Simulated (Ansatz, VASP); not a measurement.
**Two plane-wave programs on CuO**

File INCAR:

```
SYSTEM = CuO
ALGO = Normal ; EDIFF = 1E-6
ENCUT = 520 ; ISIF = 2
ISMEAR = -1 ; LASPH = .True.
LCHARG = .True. ; LELF = .True.
LREAL = .False. ; LVHAR = .True.
LWAVE = .False. ; NBANDS = 25
NELM = 100 ; PREC = Accurate
SIGMA = 0.05
```

File KPOINTS:

```
k-points
0
Gamma
  10 10 5
  0 0 0
```

POSCAR

```
CuO
1.0
    2.3601776944     -1.7247471694      0.0000000000
    2.3601776944      1.7247471694      0.0000000000
   -0.8662490821      0.0000000000      5.0929466782
Cu O
2 2
Direct
    0.0032000000      0.4968000000      0.0000000000
    0.4968000000      0.0032000000      0.5000000000
    0.5714000000      0.4056000000      0.2537000000
    0.4056000000      0.5714000000      0.7537000000
```

File input.yaml:

```yaml
crystal:
  lattice:
    - [2.3601776944, -1.7247471694, 0.0]
    - [2.3601776944, 1.7247471694, 0.0]
    - [-0.8662490821, 0.0, 5.0929466782]
  atoms:
    - { symbol: Cu, position: [0.0032, 0.4968, 0.0] }
    - { symbol: Cu, position: [0.4968, 0.0032, 0.5] }
    - { symbol: O, position: [0.5714, 0.4056, 0.2537] }
    - { symbol: O, position: [0.4056, 0.5714, 0.7537] }
hamiltonian:
  xc: lda
  pseudopotentials: { kind: paw }
kpoints:
  mp_grid: { grid: [10, 10, 5] }
scf:
  occupations: { method: fermi_dirac, width: 0.05 }
output:
  forces: true
  stress: true
  eigenvalues: true
  write_density: true
  write_potential: true
  elf: true
  volumetric_format: npy
```

Alike in both runs: task single point; functional LDA; k mesh 10 × 10 × 5; occupations fermi-dirac, width 0.05 eV; no spin polarisation.

|  | VASP | Ansatz |
| --- | --- | --- |
| version | VASP 6.6.1 | Ansatz 0.2.0 |
| potentials or method | VASP PAW LDA potentials, release 64 (Cu, O) | Ansatz PAW |
| plane-wave cutoff (eV) | 520 | 420 |
| valence electrons in the cell | 34 | 50 |

```tsv
	VASP	Ansatz	Ansatz less VASP
gap on the k mesh at the Fermi level (eV)	none	none	-
pressure (GPa)	-11.9	-12.6	-0.72
traceless stress, the component that is largest in VASP (GPa)	3.99	4.37	+0.384
rms of the force components (eV/Å)	0.412	0.408	-0.0043
```

LDA's correlation is that of Perdew and Zunger in VASP and of Perdew and Wang (1992) in Ansatz. Atom by atom the forces differ by 0.024 eV/Å (rms over components). A gap of «none» marks a metal or a gap that the smearing closes. VASP's potentials hold 34 valence electrons a cell and Ansatz's 50, so a difference there can come from the potentials and not from the codes.
